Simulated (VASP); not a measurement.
# In5GaP6 (P4/mmm) in VASP: single point with PBE

Aim: the single point of In5GaP6 with PBE.

Everything below comes from runs of VASP 6.6.1. Logs are shortened: lines on timing, memory, paths and dates and some standing lists are left out, and cuts for length are marked.

**1. The cell of the first run**

The structure is tetragonal, space group P4/mmm (No. 123). Conventional cell: a = 3.883 Å, b = 3.883 Å, c = 16.464 Å, α = 90.00°, β = 90.00°, γ = 90.00°. In (site symmetry 4mm) has 6 P at 2.75 to 2.92 Å within 3.6 Å. Within 3.5 Å of In (site symmetry 4mm) lie 6 P at 2.69 to 2.75 Å. In (site symmetry 4/mmm) has 6 P at 2.75 to 2.84 Å within 3.6 Å. Within 3.3 Å of Ga (site symmetry 4/mmm) lie 6 P at 2.53 to 2.75 Å. P (site symmetry 4mm) has 1 Ga at 2.53 Å and 5 In at 2.75 to 2.92 Å within 3.3 Å. Within 3.5 Å of P (site symmetry 4/mmm) lie 2 In at 2.69 Å and 4 Ga at 2.75 Å. P (site symmetry 4mm) has 6 In at 2.70 to 2.84 Å within 3.6 Å. Within 3.6 Å of P (site symmetry 4/mmm) lie 6 In at 2.75 to 2.78 Å.

**2. Single point, PBE**

INCAR reads:

```
SYSTEM = In5GaP6
ALGO     = Normal         ! electronic algorithm
EDIFF    = 1E-6           ! SCF threshold, eV
ENCUT    = 500            ! plane-wave cutoff, eV
GGA      = PE             ! functional
GGA_COMPAT= .FALSE.      
ISIF     = 2              ! what is computed and relaxed
ISMEAR   = 0              ! smearing method
LASPH    = .TRUE.         ! aspherical terms in the spheres
LCHARG   = .FALSE.        ! write CHGCAR
LREAL    = .FALSE.        ! projectors in reciprocal space
LWAVE    = .FALSE.        ! write WAVECAR
NBANDS   = 66             ! bands
NELM     = 120            ! most SCF steps
PREC     = Accurate       ! precision mode
SIGMA    = 0.1            ! smearing width, eV
```

KPOINTS reads:

```
k-points
0
G
  10 10 4
  0 0 0
```

POSCAR reads:

```
In5GaP6
1.0
    3.8825671919      0.0000000000      0.0000000000
    0.0000000000      3.8825671919      0.0000000000
    0.0000000000      0.0000000000     16.4641950642
In Ga P
5 1 6
Direct
    0.0000000000      0.0000000000      0.6689085851
    0.5000000000      0.5000000000      0.8365455942
    0.5000000000      0.5000000000      0.1634544058
    0.0000000000      0.0000000000      0.3310914149
    0.5000000000      0.5000000000      0.5000000000
    0.0000000000      0.0000000000      0.0000000000
    0.0000000000      0.0000000000      0.8464388692
    0.5000000000      0.5000000000      0.0000000000
    0.0000000000      0.0000000000      0.1535611308
    0.5000000000      0.5000000000      0.3273694204
    0.0000000000      0.0000000000      0.5000000000
    0.5000000000      0.5000000000      0.6726305796
```

Potentials or basis: VASP PAW PBE potentials, release 64 (In_d, Ga_d, P).

Launch:

```bash
$ cat potpaw_PBE.64/In_d/POTCAR potpaw_PBE.64/Ga_d/POTCAR potpaw_PBE.64/P/POTCAR > POTCAR
$ mpirun -np 1 vasp_std > vasp.out
```

OUTCAR:

```text
SYSTEM = In5GaP6
   EDIFF = 1E-6
   ENCUT = 500
   GGA = PE
   ISIF = 2
   ISMEAR = 0
   LASPH = .TRUE.
   LREAL = .FALSE.
   NELM = 120
   PREC = Accurate

 ion  position               nearest neighbor table
   1  0.000  0.000  0.669-  12 2.75  12 2.75  12 2.75  12 2.75  11 2.78   7 2.92   2 3.89   2 3.89
                             2 3.89   2 3.89   5 3.91   5 3.91   5 3.91   5 3.91
   2  0.500  0.500  0.837-   8 2.69  12 2.70   7 2.75   7 2.75   7 2.75   7 2.75   1 3.89   1 3.89
                             1 3.89   1 3.89
   3  0.500  0.500  0.163-   8 2.69  10 2.70   9 2.75   9 2.75   9 2.75   9 2.75   4 3.89   4 3.89
                             4 3.89   4 3.89
   4  0.000  0.000  0.331-  10 2.75  10 2.75  10 2.75  10 2.75  11 2.78   9 2.92   3 3.89   3 3.89
                             3 3.89   3 3.89   5 3.91   5 3.91   5 3.91   5 3.91
   5  0.500  0.500  0.500-  11 2.75  11 2.75  11 2.75  11 2.75  12 2.84  10 2.84   4 3.91   4 3.91
                             1 3.91   4 3.91   1 3.91   1 3.91   4 3.91   1 3.91
   6  0.000  0.000  0.000-   7 2.53   9 2.53   8 2.75   8 2.75   8 2.75   8 2.75
   7  0.000  0.000  0.846-   6 2.53   2 2.75   2 2.75   2 2.75   2 2.75   1 2.92
   8  0.500  0.500  0.000-   2 2.69   3 2.69   6 2.75   6 2.75   6 2.75   6 2.75
   9  0.000  0.000  0.154-   6 2.53   3 2.75   3 2.75   3 2.75   3 2.75   4 2.92
  10  0.500  0.500  0.327-   3 2.70   4 2.75   4 2.75   4 2.75   4 2.75   5 2.84
  11  0.000  0.000  0.500-   5 2.75   5 2.75   5 2.75   5 2.75   1 2.78   4 2.78
  12  0.500  0.500  0.673-   2 2.70   1 2.75   1 2.75   1 2.75   1 2.75   5 2.84

  LATTYP: Found a simple tetragonal cell.
 ALAT       =     3.8825671919
 C/A-ratio  =     4.2405434988

  Lattice vectors:

 A1 = (   3.8825671919,   0.0000000000,   0.0000000000)
 A2 = (   0.0000000000,   3.8825671919,   0.0000000000)
 A3 = (   0.0000000000,   0.0000000000,  16.4641950642)

Analysis of symmetry for initial positions (statically):
=====================================================================
 Subroutine PRICEL returns:
 Original cell was already a primitive cell.

 Routine SETGRP: Setting up the symmetry group for a
 simple tetragonal supercell.

 Subroutine GETGRP returns: Found 16 space group operations
 (whereof 16 operations were pure point group operations)
 out of a pool of 16 trial point group operations.

The static configuration has the point symmetry D_4h.

Analysis of symmetry for dynamics (positions and initial velocities):
=====================================================================
 Subroutine PRICEL returns:
 Original cell was already a primitive cell.

 Routine SETGRP: Setting up the symmetry group for a
 simple tetragonal supercell.

 Subroutine GETGRP returns: Found 16 space group operations
 (whereof 16 operations were pure point group operations)
 out of a pool of 16 trial point group operations.

The dynamic configuration has the point symmetry D_4h.

 Subroutine INISYM returns: Found 16 space group operations
 (whereof 16 operations are pure point group operations),
 and found     1 'primitive' translations

----------------------------------------------------------------------------------------

                                     Primitive cell

  volume of cell :     248.1867

  direct lattice vectors                    reciprocal lattice vectors
     3.882567192  0.000000000  0.000000000     0.257561544  0.000000000  0.000000000
     0.000000000  3.882567192  0.000000000     0.000000000  0.257561544  0.000000000
     0.000000000  0.000000000 16.464195064     0.000000000  0.000000000  0.060737862

  length of vectors
     3.882567192  3.882567192 16.464195064     0.257561544  0.257561544  0.060737862

  position of ions in fractional coordinates (direct lattice)
     0.000000000  0.000000000  0.668908585
     0.500000000  0.500000000  0.836545594
     0.500000000  0.500000000  0.163454406
     0.000000000  0.000000000  0.331091415
     0.500000000  0.500000000  0.500000000
     0.000000000  0.000000000  0.000000000
     0.000000000  0.000000000  0.846438869
     0.500000000  0.500000000  0.000000000
     0.000000000  0.000000000  0.153561131
     0.500000000  0.500000000  0.327369420
     0.000000000  0.000000000  0.500000000
     0.500000000  0.500000000  0.672630580

  ion indices of the primitive-cell ions
   primitive index   ion index
                 1           1
                 2           2
                 3           3
                 4           4
                 5           5
                 6           6
                 7           7
                 8           8
                 9           9
                10          10
                11          11
                12          12

----------------------------------------------------------------------------------------

 KPOINTS: k-points

Automatic generation of k-mesh.
 Grid dimensions read from file:
 generate k-points for:   10   10    4

 Generating k-lattice:

  Cartesian coordinates                     Fractional coordinates (reciprocal lattice)
     0.025756154  0.000000000  0.000000000     0.100000000  0.000000000  0.000000000
     0.000000000  0.025756154  0.000000000     0.000000000  0.100000000  0.000000000
     0.000000000  0.000000000  0.015184465     0.000000000  0.000000000  0.250000000

  Length of vectors
     0.025756154  0.025756154  0.015184465

  Shift w.r.t. Gamma in fractional coordinates (k-lattice)
     0.000000000  0.000000000  0.000000000

 Subroutine IBZKPT returns following result:
 ===========================================

 Found     63 irreducible k-points:

 Following reciprocal coordinates:
            Coordinates               Weight
  0.000000  0.000000  0.000000      1.000000
  0.100000  0.000000  0.000000      4.000000
  0.200000  0.000000  0.000000      4.000000
  0.300000  0.000000  0.000000      4.000000
  0.400000  0.000000  0.000000      4.000000
  0.500000  0.000000  0.000000      2.000000
[... 16 lines left out ...]
  0.100000  0.000000  0.250000      8.000000
  0.200000  0.000000  0.250000      8.000000
 [... further k-points ...]
   k-points           NKPTS =     63   k-points in BZ     NKDIM =     63   number of bands    NBANDS=     66
   number of dos      NEDOS =    301   number of ions     NIONS =     12
   total plane-waves  NPLWV =  94080
   dimension x,y,z NGX =    28 NGY =   28 NGZ =  120
   dimension x,y,z NGXF=    56 NGYF=   56 NGZF=  240
   ions per type =               5   1   6
   NGX,Y,Z   is equivalent  to a cutoff of  11.99, 11.99, 12.12 a.u.
   NGXF,Y,Z  is equivalent  to a cutoff of  23.98, 23.98, 24.23 a.u.
 SYSTEM =  In5GaP6
   PREC   = accura    normal or accurate (medium, high low for compatibility)
   ISTART =      0    job   : 0-new  1-cont  2-samecut
   ICHARG =      2    charge: 1-file 2-atom 10-const
   ISPIN  =      1    spin polarized calculation?
   LNONCOLLINEAR =      F non collinear calculations
   LSORBIT =      F    spin-orbit coupling
   LASPH  =      T    aspherical Exc in radial PAW
   ENCUT  =  500.0 eV  36.75 Ry    6.06 a.u.   7.08  7.08 30.02*2*pi/ulx,y,z
   NELM   =    120;   NELMIN=  2; NELMDL= -5     # of ELM steps
   EDIFF  = 0.1E-05   stopping-criterion for ELM
   LREAL  =      F    real-space projection
   EDIFFG = 0.1E-04   stopping-criterion for IOM
   NSW    =      0    number of steps for IOM
   IBRION =     -1    ionic relax: 0-MD 1-quasi-New 2-CG
   NFREE  =      0    steps in history (QN), initial steepest desc. (CG)
   ISIF   =      2    stress and relaxation
   ISYM   =      2    0-nonsym 1-usesym 2-fastsym
   POTIM  = 0.5000    time-step for ionic-motion
   TEBEG  =    0.0;   TEEND  =   0.0 temperature during run
   PSTRESS=    0.0 pullay stress
   NELECT =     108.0000    total number of electrons
   NUPDOWN=      -1.0000    fix difference up-down
   EMIN   =  10.00;   EMAX   =-10.00  energy-range for DOS
   EFERMI =   0.00;   METHOD = LEGACY
   ISMEAR =     0;   SIGMA  =   0.10  broadening in eV -4-tet -1-fermi 0-gaus
   EFERMI_NEDOS =   21; number of points for ismear=-14 and -15
   IALGO  =     38    algorithm
   IMIX   =      4    mixing-type and parameters
     AMIX     =   0.40;   BMIX     =  1.00
     AMIX_MAG =   1.60;   BMIX_MAG =  1.00
  volume/ion in A,a.u.               =      20.68       139.57
  Fermi-wavevector in a.u.,A,eV,Ry     =   1.240576  2.344348 20.939747  1.539028
  Thomas-Fermi vector in A             =   2.375010
   LORBIT       =      0    0 simple, 1 ext, 2 COOP (PROOUT), +10 PAW based schemes
   GGA     = PE    functional components
   LHFCALC =     F    Hartree Fock is set to
   AEXX    =    0.0000 exact exchange contribution
   IVDW    =     0    specifies the selected vdW correction
   LEPSILON=     F    determine dielectric tensor
   LRPA    =     F    only Hartree local field effects (RPA)
 non-spin polarized calculation
 Gauss-broadening in eV      SIGMA  =   0.10
  energy-cutoff  :      500.00
  volume of cell :      248.19
 maximum number of plane-waves:      6332
   NGX = 15   NGY = 15   NGZ = 61

 number of electron     107.9999990 magnetization

 Free energy of the ion-electron system (eV)
  ---------------------------------------------------
  ext. energy  EPLUGINS =         0.00000000
  ---------------------------------------------------
  free energy    TOTEN  =       -47.72882083 eV

  energy without entropy =      -47.69352912  energy(sigma->0) =      -47.71117498

 E-fermi :   6.8963     XC(G=0): -10.4473

 val. band max:        6.8853942987   @ k =   0.3000   0.0000   0.2500
 cond. band min:       6.9013334945   @ k =   0.2000   0.2000   0.2500
 fundamental gap:      0.0159391958
 Fermi energy:         6.8962828945

 k-point     1 :       0.0000    0.0000    0.0000
  band No.  band energies     occupation
      1      -7.7194      2.00000
      2      -7.6507      2.00000
      3      -7.6136      2.00000
      4      -7.6108      2.00000
      5      -7.5855      2.00000
      6      -7.5667      2.00000
[... 58 lines left out ...]
     65      11.7952      0.00000
     66      12.4931      0.00000

 k-point     2 :       0.1000    0.0000    0.0000
  band No.  band energies     occupation
      1      -7.7110      2.00000
      2      -7.6396      2.00000
      3      -7.6128      2.00000
      4      -7.6116      2.00000
      5      -7.5732      2.00000
      6      -7.5674      2.00000
[... 1576 lines left out ...]
     65      12.0281      0.00000
     66      12.0655      0.00000

 [... further k-points ...]
[... 5 lines left out ...]
  --------------------------------------------------------------------------------------
  -------------------------------------------------------------------------------------
  Total       -0.0935450     -0.0935450     -0.0897493      0.0000000      0.0000000      0.0000000
  in kB       -0.6038828     -0.6038828     -0.5793795      0.0000000      0.0000000      0.0000000
  external PRESSURE =      -0.5957150 kB  Pullay stress =       0.0000000 kB

 VOLUME and BASIS-vectors are now :
 -----------------------------------------------------------------------------
  energy-cutoff  :      500.00
  volume of cell :      248.19
      direct lattice vectors                 reciprocal lattice vectors
     3.882567192  0.000000000  0.000000000     0.257561544  0.000000000  0.000000000
     0.000000000  3.882567192  0.000000000     0.000000000  0.257561544  0.000000000
     0.000000000  0.000000000 16.464195064     0.000000000  0.000000000  0.060737862

 POSITION                                       TOTAL-FORCE (eV/Angst)
 -----------------------------------------------------------------------------------
      0.00000      0.00000     11.01304        -0.000000     -0.000000      0.000534
      1.94128      1.94128     13.77305         0.000000      0.000000     -0.001967
      1.94128      1.94128      2.69115        -0.000000      0.000000      0.001967
      0.00000      0.00000      5.45115        -0.000000     -0.000000     -0.000534
      1.94128      1.94128      8.23210        -0.000000     -0.000000     -0.000000
      0.00000      0.00000      0.00000        -0.000000     -0.000000     -0.000000
      0.00000      0.00000     13.93593        -0.000000     -0.000000     -0.003420
      1.94128      1.94128      0.00000        -0.000000     -0.000000     -0.000000
      0.00000      0.00000      2.52826        -0.000000     -0.000000      0.003420
      1.94128      1.94128      5.38987        -0.000000     -0.000000     -0.001198
      0.00000      0.00000      8.23210        -0.000000     -0.000000     -0.000000
      1.94128      1.94128     11.07432        -0.000000     -0.000000      0.001198
 -----------------------------------------------------------------------------------
    total drift:                                0.000000      0.000000      0.000000

  FREE ENERGIE OF THE ION-ELECTRON SYSTEM (eV)
  ---------------------------------------------------
  free  energy   TOTEN  =       -47.7288208305 eV

  energy  without entropy=      -47.6935291222  energy(sigma->0) =      -47.71117498
```

Run time: 12 min. Hardware: 1 thread of Intel Xeon 6975P-C (Granite Rapids), shared host; peak memory 0.8 GiB.

What came out:

| Item | Value |
| --- | --- |
| Free energy | -47.7288 eV |
| Pressure | -0.1 GPa |
| Largest force | 0.003 eV/Å |
| Band gap on the k mesh | zero (bands 54 and 55 overlap by 2.60 eV) |

Forces on the atoms (eV/Å):
```
In   0.000  0.000  0.001
In   0.000  0.000 -0.002
In   0.000  0.000  0.002
In   0.000  0.000 -0.001
In   0.000  0.000  0.000
Ga   0.000  0.000  0.000
P    0.000  0.000 -0.003
P    0.000  0.000  0.000
P    0.000  0.000  0.003
P    0.000  0.000 -0.001
P    0.000  0.000  0.000
P    0.000  0.000  0.001
```

Caveat: spin-orbit coupling is left out, which moves the levels of the heavy elements.
